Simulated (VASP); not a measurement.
# CoCl3 (Pm-3m) in VASP: a series of runs

The runs below take CoCl3 through single point, with PBE+U.

Program: VASP 6.6.1. These are calculated values, not measurements. Logs are shortened: lines on timing, memory, paths and dates and some standing lists are left out, and cuts for length are marked.

## 1. The cell of the first run

Symmetry: Pm-3m, No. 221, cubic system. The conventional cell has a = 4.842 Å, b = 4.842 Å, c = 4.842 Å, α = 90.00°, β = 90.00°, γ = 90.00°. Co (site symmetry m-3m) has 6 Cl at 2.42 Å within 3.2 Å. Within 3.2 Å of Cl (site symmetry 4/mmm) lie 2 Co at 2.42 Å.

## 2. Single point, PBE+U, collinear spin (28.38 Å³/atom)

INCAR reads:

```
  PREC = Accurate
  ENCUT = 520
  EDIFF = 1E-7
  ISMEAR = 0
  SIGMA = 0.05
  LREAL = False
  LASPH = True
  NELM = 150
  ALGO = Normal
  ISIF = 2
  LWAVE = False
  LCHARG = False
  ISPIN = 2
  MAGMOM = 2.74 -0.13 -0.13 -0.13
  LORBIT = 11
  LMAXMIX = 4
  LDAU = True
  LDAUTYPE = 2
  LDAUL = 2 -1
  LDAUU = 3.3 0
  LDAUJ = 0 0
  LDAUPRINT = 1
  GGA = PE
  NBANDS = 27
```

KPOINTS reads:

```
Automatic mesh
0
Gamma
  6 6 6
```

POSCAR reads:

```
CoCl3
1.0
    4.8418929931      0.0000000000      0.0000000000
    0.0000000000      4.8418929931      0.0000000000
    0.0000000000      0.0000000000      4.8418929931
Co Cl
1 3
Direct
    0.0000000000      0.0000000000      0.0000000000
    0.5000000000      0.0000000000      0.0000000000
    0.0000000000      0.0000000000      0.5000000000
    0.0000000000      0.5000000000      0.0000000000
```

Potentials or basis: VASP PAW PBE potentials, release 64 (Co, Cl).

On the command line:

```sh
$ cat potpaw_PBE.64/Co/POTCAR potpaw_PBE.64/Cl/POTCAR > POTCAR
$ mpirun -np 1 vasp_std > vasp.out
```

OUTCAR:

```text
PREC = Accurate
   ENCUT = 520
   EDIFF = 1E-7
   ISMEAR = 0
   LREAL = False
   LASPH = True
   NELM = 150
   ISIF = 2
   ISPIN = 2
   LORBIT = 11
   GGA = PE

 ion  position               nearest neighbor table
   1  0.000  0.000  0.000-   2 2.42   3 2.42   4 2.42   3 2.42   4 2.42   2 2.42
   2  0.500  0.000  0.000-   1 2.42   1 2.42
   3  0.000  0.000  0.500-   1 2.42   1 2.42
   4  0.000  0.500  0.000-   1 2.42   1 2.42

  LATTYP: Found a simple cubic cell.
 ALAT       =     4.8418929931

  Lattice vectors:

 A1 = (   4.8418929931,   0.0000000000,   0.0000000000)
 A2 = (   0.0000000000,   4.8418929931,   0.0000000000)
 A3 = (   0.0000000000,   0.0000000000,   4.8418929931)

Analysis of symmetry for initial positions (statically):
=====================================================================
 Subroutine PRICEL returns:
 Original cell was already a primitive cell.

 Routine SETGRP: Setting up the symmetry group for a
 simple cubic supercell.

 Subroutine GETGRP returns: Found 48 space group operations
 (whereof 48 operations were pure point group operations)
 out of a pool of 48 trial point group operations.

The static configuration has the point symmetry O_h .

Analysis of symmetry for dynamics (positions and initial velocities):
=====================================================================
 Subroutine PRICEL returns:
 Original cell was already a primitive cell.

 Routine SETGRP: Setting up the symmetry group for a
 simple cubic supercell.

 Subroutine GETGRP returns: Found 48 space group operations
 (whereof 48 operations were pure point group operations)
 out of a pool of 48 trial point group operations.

The dynamic configuration has the point symmetry O_h .

Analysis of structural, dynamic, and magnetic symmetry:
=====================================================================
 Subroutine PRICEL returns:
 Original cell was already a primitive cell.

 Routine SETGRP: Setting up the symmetry group for a
 simple cubic supercell.

 Subroutine GETGRP returns: Found 48 space group operations
 (whereof 48 operations were pure point group operations)
 out of a pool of 48 trial point group operations.

The overall configuration has the point symmetry O_h .

 Subroutine INISYM returns: Found 48 space group operations
 (whereof 48 operations are pure point group operations),
 and found     1 'primitive' translations

----------------------------------------------------------------------------------------

                                     Primitive cell

  volume of cell :     113.5130

  direct lattice vectors                    reciprocal lattice vectors
     4.841892993  0.000000000  0.000000000     0.206530793  0.000000000  0.000000000
     0.000000000  4.841892993  0.000000000     0.000000000  0.206530793  0.000000000
     0.000000000  0.000000000  4.841892993     0.000000000  0.000000000  0.206530793

  length of vectors
     4.841892993  4.841892993  4.841892993     0.206530793  0.206530793  0.206530793

  position of ions in fractional coordinates (direct lattice)
     0.000000000  0.000000000  0.000000000
     0.500000000  0.000000000  0.000000000
     0.000000000  0.000000000  0.500000000
     0.000000000  0.500000000  0.000000000

  ion indices of the primitive-cell ions
[... 79 lines left out ...]
   ISYM   =      2    0-nonsym 1-usesym 2-fastsym
   POTIM  = 0.5000    time-step for ionic-motion
   TEBEG  =    0.0;   TEEND  =   0.0 temperature during run
   PSTRESS=    0.0 pullay stress
   NELECT =      30.0000    total number of electrons
   NUPDOWN=      -1.0000    fix difference up-down
   EMIN   =  10.00;   EMAX   =-10.00  energy-range for DOS
   EFERMI =   0.00;   METHOD = LEGACY
   ISMEAR =     0;   SIGMA  =   0.05  broadening in eV -4-tet -1-fermi 0-gaus
   EFERMI_NEDOS =   21; number of points for ismear=-14 and -15
   IALGO  =     38    algorithm
   IMIX   =      4    mixing-type and parameters
     AMIX     =   0.40;   BMIX     =  1.00
     AMIX_MAG =   1.60;   BMIX_MAG =  1.00
  volume/ion in A,a.u.               =      28.38       191.51
  Fermi-wavevector in a.u.,A,eV,Ry     =   1.050590  1.985328 15.017295  1.103740
  Thomas-Fermi vector in A             =   2.185600
   LORBIT       =     11    0 simple, 1 ext, 2 COOP (PROOUT), +10 PAW based schemes
 LDA+U is selected, type is set to LDAUTYPE =  2
   angular momentum for each species LDAUL =     2   -1
   U (eV)           for each species LDAUU =   3.3  0.0
   J (eV)           for each species LDAUJ =   0.0  0.0
   GGA     = PE    functional components
   LHFCALC =     F    Hartree Fock is set to
   AEXX    =    0.0000 exact exchange contribution
   IVDW    =     0    specifies the selected vdW correction
   LEPSILON=     F    determine dielectric tensor
   LRPA    =     F    only Hartree local field effects (RPA)
 spin polarized calculation
 Gauss-broadening in eV      SIGMA  =   0.05
  energy-cutoff  :      520.00
  volume of cell :      113.51
 maximum number of plane-waves:      3112
   NGX = 19   NGY = 19   NGZ = 19

atom =   1  type =  1  l = 2

 onsite density matrix

spin component  1

  0.9653 -0.0000  0.0000  0.0000  0.0000
 -0.0000  0.9653 -0.0000  0.0000 -0.0000
  0.0000 -0.0000  0.9835 -0.0000 -0.0000
  0.0000  0.0000 -0.0000  0.9653 -0.0000
  0.0000 -0.0000 -0.0000 -0.0000  0.9835

spin component  2

  0.6143  0.0000  0.0000  0.0000 -0.0000
  0.0000  0.6143 -0.0000  0.0000 -0.0000
  0.0000 -0.0000  0.1574  0.0000 -0.0000
  0.0000  0.0000  0.0000  0.6143  0.0000
 -0.0000 -0.0000 -0.0000  0.0000  0.1574

 occupancies and eigenvectors

  o =  0.1574  v =  0.0000  0.0000  0.0000  0.0000  0.0000  0.0000  0.0000 -0.9998 -0.0000 -0.0191      0.0000  0.0000  0.0000  0.0000  0.0000  0.0000  0.0000  0.0000  0.0000  0.0000
  o =  0.1574  v =  0.0000  0.0000  0.0000  0.0000  0.0000  0.0000  0.0000 -0.0191 -0.0000  0.9998      0.0000  0.0000  0.0000  0.0000  0.0000  0.0000  0.0000  0.0000  0.0000  0.0000
  o =  0.6143  v =  0.0000  0.0000  0.0000  0.0000  0.0000  1.0000  0.0000  0.0000  0.0000  0.0000      0.0000  0.0000  0.0000  0.0000  0.0000  0.0000  0.0000  0.0000  0.0000  0.0000
  o =  0.6143  v =  0.0000  0.0000  0.0000  0.0000  0.0000  0.0000  0.8916 -0.0000  0.4528 -0.0000      0.0000  0.0000  0.0000  0.0000  0.0000  0.0000  0.0000  0.0000  0.0000  0.0000
  o =  0.6143  v =  0.0000  0.0000  0.0000  0.0000  0.0000  0.0000  0.4528 -0.0000 -0.8916 -0.0000      0.0000  0.0000  0.0000  0.0000  0.0000  0.0000  0.0000  0.0000  0.0000  0.0000
  o =  0.9653  v =  1.0000  0.0000  0.0000  0.0000  0.0000  0.0000  0.0000  0.0000  0.0000  0.0000      0.0000  0.0000  0.0000  0.0000  0.0000  0.0000  0.0000  0.0000  0.0000  0.0000
  o =  0.9653  v =  0.0000 -0.9123  0.0000  0.4095 -0.0000  0.0000  0.0000  0.0000  0.0000  0.0000      0.0000  0.0000  0.0000  0.0000  0.0000  0.0000  0.0000  0.0000  0.0000  0.0000
  o =  0.9653  v =  0.0000  0.4095 -0.0000  0.9123  0.0000  0.0000  0.0000  0.0000  0.0000  0.0000      0.0000  0.0000  0.0000  0.0000  0.0000  0.0000  0.0000  0.0000  0.0000  0.0000
  o =  0.9835  v =  0.0000  0.0000  0.9996 -0.0000  0.0286  0.0000  0.0000  0.0000  0.0000  0.0000      0.0000  0.0000  0.0000  0.0000  0.0000  0.0000  0.0000  0.0000  0.0000  0.0000
  o =  0.9835  v =  0.0000  0.0000  0.0286  0.0000 -0.9996  0.0000  0.0000  0.0000  0.0000  0.0000      0.0000  0.0000  0.0000  0.0000  0.0000  0.0000  0.0000  0.0000  0.0000  0.0000

 number of electron      29.9999999 magnetization       3.8424294

 Free energy of the ion-electron system (eV)
  ---------------------------------------------------
  ext. energy  EPLUGINS =         0.00000000
  ---------------------------------------------------
  free energy    TOTEN  =       -11.29342497 eV

  energy without entropy =      -11.27917854  energy(sigma->0) =      -11.28630175

 E-fermi :  -0.7053     XC(G=0):  -7.6477

 val. band max:       -0.7189417582   @ k =   0.3333   0.3333   0.1667
 cond. band min:      -0.7016226838   @ k =   0.3333   0.3333   0.1667
 fundamental gap:      0.0173190744
 Fermi energy:        -0.7052878646

 spin component 1

 k-point     1 :       0.0000    0.0000    0.0000
  band No.  band energies     occupation
      1     -15.1235      1.00000
      2     -14.2103      1.00000
      3     -14.2103      1.00000
      4      -5.1968      1.00000
      5      -5.1968      1.00000
      6      -4.8270      1.00000
[... 589 lines left out ...]
     26      11.8372      0.00000
     27      11.8379      0.00000
 Fermi energy:        -0.7052878646

 spin component 2

 k-point     1 :       0.0000    0.0000    0.0000
  band No.  band energies     occupation
      1     -14.7741      1.00000
      2     -13.7566      1.00000
      3     -13.7566      1.00000
      4      -3.9493      1.00000
      5      -3.9493      1.00000
      6      -3.9493      1.00000
[... 589 lines left out ...]
     26      12.0371      0.00000
     27      12.0473      0.00000

------------------------ aborting loop because EDIFF is reached ----------------------------------------

  FORCE on cell =-STRESS in cart. coord.  units (eV):
  Direction    XX          YY          ZZ          XY          YZ          ZX
  --------------------------------------------------------------------------------------
  -------------------------------------------------------------------------------------
  Total       -1.1268915     -1.1268915     -1.1268915     -0.0000000      0.0000000     -0.0000000
  in kB      -15.9054929    -15.9054929    -15.9054929     -0.0000000      0.0000000     -0.0000000
  external PRESSURE =     -15.9054929 kB  Pullay stress =       0.0000000 kB

 VOLUME and BASIS-vectors are now :
 -----------------------------------------------------------------------------
  energy-cutoff  :      520.00
  volume of cell :      113.51
      direct lattice vectors                 reciprocal lattice vectors
     4.841892993  0.000000000  0.000000000     0.206530793  0.000000000  0.000000000
     0.000000000  4.841892993  0.000000000     0.000000000  0.206530793  0.000000000
     0.000000000  0.000000000  4.841892993     0.000000000  0.000000000  0.206530793

 POSITION                                       TOTAL-FORCE (eV/Angst)
 -----------------------------------------------------------------------------------
      0.00000      0.00000      0.00000         0.000000      0.000000      0.000000
      2.42095      0.00000      0.00000         0.000000      0.000000      0.000000
      0.00000      0.00000      2.42095         0.000000      0.000000      0.000000
      0.00000      2.42095      0.00000         0.000000      0.000000      0.000000
 -----------------------------------------------------------------------------------
    total drift:                               -0.000000     -0.000000     -0.000000

  FREE ENERGIE OF THE ION-ELECTRON SYSTEM (eV)
  ---------------------------------------------------
  free  energy   TOTEN  =       -11.2934249684 eV

  energy  without entropy=      -11.2791785355  energy(sigma->0) =      -11.28630175

 total charge

# of ion       s       p       d       tot
------------------------------------------
    1        0.291   0.318   7.001   7.611
    2        1.603   3.465   0.000   5.068
    3        1.603   3.465   0.000   5.068
    4        1.603   3.465   0.000   5.068
--------------------------------------------------
tot          5.100  10.715   7.001  22.816

 magnetization (x)

# of ion       s       p       d       tot
------------------------------------------
    1        0.022   0.021   2.705   2.748
    2        0.013   0.272   0.000   0.284
    3        0.013   0.272   0.000   0.284
    4        0.013   0.272   0.000   0.284
--------------------------------------------------
tot          0.060   0.836   2.705   3.600
```

Run time: 68 s. Hardware: 1 thread of AMD EPYC 9R45 (Zen 5), shared host; peak memory 0.26 GiB.

What came out:

- Free energy: -11.2934 eV
- Pressure: -1.6 GPa
- Net moment: 3.84 μB per cell
- Site moments: Co +2.75; Cl +0.28 μB
- Valence electrons inside the program's atomic spheres: Co 7.61; Cl 5.07

Levels at points of the mesh, in eV from the Fermi level:
Spin up:
```tsv
k point	band 14	band 15	band 16	band 17	band 18	band 19	band 20	band 21
(0.00, 0.00, 0.00)	-1.04	-0.78	-0.78	-0.78	3.37	6.55	9.68	9.68
(0.50, 0.00, 0.00)	-1.13	-1.13	-0.88	-0.88	6.11	8.51	8.61	9.76
(0.50, 0.50, 0.00)	-1.11	-1.11	-0.27	0.17	8.28	8.43	8.43	9.05
(0.50, 0.50, 0.50)	-0.26	-0.26	0.18	0.18	7.41	7.41	7.41	7.45
```
Spin down:
| k point | band 11 | band 12 | band 13 | band 14 | band 15 | band 16 |
| --- | --- | --- | --- | --- | --- | --- |
| (0.00, 0.00, 0.00) | -0.63 | -0.63 | -0.42 | -0.42 | -0.42 | 1.54 |
| (0.50, 0.00, 0.00) | -0.81 | -0.49 | -0.49 | 0.16 | 0.16 | 1.54 |
| (0.50, 0.50, 0.00) | -1.14 | 0.07 | 0.16 | 0.16 | 0.16 | 1.72 |
| (0.50, 0.50, 0.50) | 0.08 | 0.08 | 0.17 | 0.17 | 0.17 | 3.59 |

Eigenvalues of the final occupation matrices:
| site | spin | trace | eigenvalues |
| --- | --- | --- | --- |
| site 1 d | 1 | 4.86 | 0.97 0.97 0.97 0.98 0.98 |
| site 1 d | 2 | 2.16 | 0.16 0.16 0.61 0.61 0.61 |

Caveat: a cell with one magnetic atom can't hold antiferromagnetic order, which such compounds often take.

## 3. Single point, PBE+U, collinear spin (29.20 Å³/atom)

This run uses another cell than the first one, of 29.20 Å³/atom.

INCAR reads:

```
SYSTEM = CoCl3
PREC     = Accurate       ! precision mode
ENCUT    = 520            ! plane-wave cutoff, eV
EDIFF    = 1E-6           ! SCF threshold, eV
ISMEAR   = 0              ! smearing method
SIGMA    = 0.05           ! smearing width, eV
LREAL    = .FALSE.        ! projectors in reciprocal space
LASPH    = .TRUE.         ! aspherical terms in the spheres
NELM     = 150            ! most SCF steps
ALGO     = Normal         ! electronic algorithm
ISIF     = 2              ! what is computed and relaxed
LWAVE    = .FALSE.        ! write WAVECAR
LCHARG   = .TRUE.         ! write CHGCAR
ISPIN    = 2              ! spin polarisation
MAGMOM   = 2.78 -0.15 -0.15 -0.15 ! initial moments
LORBIT   = 11             ! projections on sites
LMAXMIX  = 4              ! l up to which the mixer works
LDAU     = .TRUE.         ! DFT+U
LDAUTYPE = 2            
LDAUL    = 2 -1           ! shell
LDAUU    = 3.3 0          ! U, eV
LDAUJ    = 0 0          
LDAUPRINT= 1            
GGA      = PE             ! functional
LELF     = .TRUE.         ! ELF
LVHAR    = .TRUE.       
NBANDS   = 27             ! bands
```

KPOINTS reads:

```
Automatic mesh
0
G
  6 6 6
  0 0 0
```

POSCAR reads:

```
CoCl3
1.0
    4.8880090352      0.0000000000      0.0000000000
    0.0000000000      4.8880090352      0.0000000000
    0.0000000000      0.0000000000      4.8880090352
Co Cl
1 3
Direct
    0.0000000000      0.0000000000      0.0000000000
    0.5000000000      0.0000000000      0.0000000000
    0.0000000000      0.0000000000      0.5000000000
    0.0000000000      0.5000000000      0.0000000000
```

Potentials or basis: VASP PAW PBE potentials, release 64 (Co, Cl).

On the command line:

```sh
$ cat potpaw_PBE.64/Co/POTCAR potpaw_PBE.64/Cl/POTCAR > POTCAR
$ mpirun -np 1 vasp_std > vasp.out
```

Wall time 65 s (1 thread of AMD EPYC 9R45 (Zen 5), shared host); peak memory 0.26 GiB.

Results (log left out):

| Property | Result |
| --- | --- |
| Free energy | -11.2537 eV |
| Pressure | -2.3 GPa |
| Net moment | 3.84 μB per cell |
| Site moments | Co +2.74; Cl +0.28 μB |
| Valence electrons inside the program's atomic spheres | Co 7.58; Cl 5.06 |

Levels at points of the mesh, in eV from the Fermi level:
Spin up:
| k point | band 14 | band 15 | band 16 | band 17 | band 18 | band 19 | band 20 | band 21 |
| --- | --- | --- | --- | --- | --- | --- | --- | --- |
| (0.00, 0.00, 0.00) | -1.00 | -0.76 | -0.76 | -0.76 | 3.27 | 6.58 | 9.70 | 9.70 |
| (0.50, 0.00, 0.00) | -1.10 | -1.10 | -0.85 | -0.85 | 5.93 | 8.50 | 8.61 | 9.61 |
| (0.50, 0.50, 0.00) | -1.08 | -1.08 | -0.27 | 0.11 | 8.04 | 8.34 | 8.34 | 9.04 |
| (0.50, 0.50, 0.50) | -0.27 | -0.27 | 0.12 | 0.12 | 7.37 | 7.37 | 7.37 | 7.53 |
Spin down:
```csv
k point,band 9,band 10,band 11,band 12,band 13,band 14,band 15,band 16,band 17,band 18
"(0.00, 0.00, 0.00)",-0.80,-0.59,-0.59,-0.59,-0.40,-0.40,-0.40,1.61,1.61,3.94
"(0.50, 0.00, 0.00)",-1.42,-0.80,-0.76,-0.47,-0.47,0.15,0.15,1.61,2.10,6.93
"(0.50, 0.50, 0.00)",-1.70,-1.08,-1.08,0.06,0.15,0.15,0.16,1.78,3.55,8.69
"(0.50, 0.50, 0.50)",-2.36,0.07,0.07,0.07,0.17,0.17,0.17,3.55,3.55,7.65
```

Eigenvalues of the final occupation matrices:
```tsv
site	spin	trace	eigenvalues
site 1 d	1	4.86	0.96 0.96 0.96 0.98 0.98
site 1 d	2	2.16	0.15 0.15 0.62 0.62 0.62
```

Caveat: a cell with one magnetic atom can't hold antiferromagnetic order, which such compounds often take.

(Part 1 of 2 ends here.)
